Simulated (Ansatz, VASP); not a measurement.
# AlRu in VASP and in Ansatz

```
CELL_PARAMETERS angstrom
2.99160 0.00000 0.00000
0.00000 2.99160 0.00000
0.00000 0.00000 2.99160
ATOMIC_POSITIONS crystal
Al 0.00000 0.00000 0.00000
Ru 0.50000 0.50000 0.50000
```

Alike in both runs: task single point; functional PBE; k mesh 14 × 14 × 14; occupations gaussian, width 0.1 eV; no spin polarisation.

|  | VASP | Ansatz |
| --- | --- | --- |
| version | VASP 6.6.1 | Ansatz 0.2.0 |
| potentials or method | VASP PAW PBE potentials, release 64 (Al, Ru_pv), cutoff 520 eV | scalar-relativistic, plane waves, PAW |
| valence electrons in the cell | 17 | 19 |

|  | VASP | Ansatz | Ansatz less VASP |
| --- | --- | --- | --- |
| gap on the k mesh at the Fermi level (eV) | none | none | - |
| pressure (GPa) | 2.6 | 2.6 | +0.04 |

A gap of «none» marks a metal or a gap that the smearing closes. VASP's potentials hold 17 valence electrons a cell and Ansatz's 19, so a difference there can come from the potentials and not from the codes.
